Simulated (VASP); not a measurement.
Runs of VASP 6.6.1 on SrOs. The structure is that of space group P4/mmm (No. 123), or close to it. The cells are those of the table. 

```csv
task,cell,k mesh,cutoff (eV),gap on the mesh (eV),pressure (GPa),relaxed volume (Å³/atom)
single point,"a = 2.996, b = 2.996, c = 4.813 Å, 2 atoms",16 × 16 × 14,520,none,0.4,-
relaxation of cell and atoms,"relaxed from a = 3.322, b = 3.322, c = 4.354 Å, 2 atoms",16 × 16 × 14,600,none,0.0,21.75
relaxation of cell and atoms,"relaxed from a = 2.996, b = 2.996, c = 4.813 Å, 2 atoms",18 × 18 × 12,600,none,0.0,(a)
single point,"a = 3.005, b = 3.005, c = 4.793 Å, 2 atoms",18 × 18 × 12,520,none,0.4,-
single point,"a = 3.322, b = 3.322, c = 4.354 Å, 2 atoms",6 × 6 × 4,520,none,-2.7,-
```

Alike in all rows: level PBE; potentials or basis VASP PAW PBE potentials, release 64 (Sr_sv, Os); no spin polarisation; smearing gaussian 0.1 eV.

**Question.** Fill in the values left out.

**Answer.** (a) 21.80.

Caveats: some runs use coarse meshes; spin-orbit coupling is left out, which moves the levels of the heavy elements.

A k mesh can miss the band edges, and the runs leave out spin-orbit coupling on Os, Sr.

A gap of «none» marks levels without a gap at the run's occupations.
